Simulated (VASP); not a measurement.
Here is a VASP 6.6.1 calculation.

INCAR

```
SYSTEM = ZnO3
ALGO = Normal
EDIFF = 1E-6
ENCUT = 520
GGA = PE
ISIF = 2
ISMEAR = -1
LASPH = .True.
LCHARG = .False.
LREAL = .False.
LWAVE = .False.
NBANDS = 23
NELM = 100
PREC = Accurate
SIGMA = 0.06122561905347299
```

The input KPOINTS:

```
k-points
0
Gamma
  28 28 28
  0 0 0
```

File POSCAR:

```
ZnO3
1.0
    3.7601459067      0.0000000000      0.0000000000
    0.0000000000      3.7601459067      0.0000000000
    0.0000000000      0.0000000000      3.7601459067
Zn O
1 3
Direct
    0.0000000000      0.0000000000      0.0000000000
    0.5000000000      0.0000000000      0.0000000000
    0.0000000000      0.5000000000      0.0000000000
    0.0000000000      0.0000000000      0.5000000000
```

Potentials or basis: VASP PAW PBE potentials, release 64 (Zn, O).

Launch:

```sh
$ cat potpaw_PBE.64/Zn/POTCAR potpaw_PBE.64/O/POTCAR > POTCAR
$ mpirun -np 1 vasp_std > vasp.out
```

(1) Predict the pressure.

(2) What does it give for the band gap on the k mesh?

Answers

(1) 7.2 GPa.

(2) zero (bands 15 and 16 overlap by 0.89 eV).

Caveat: the cell stands under pressure.
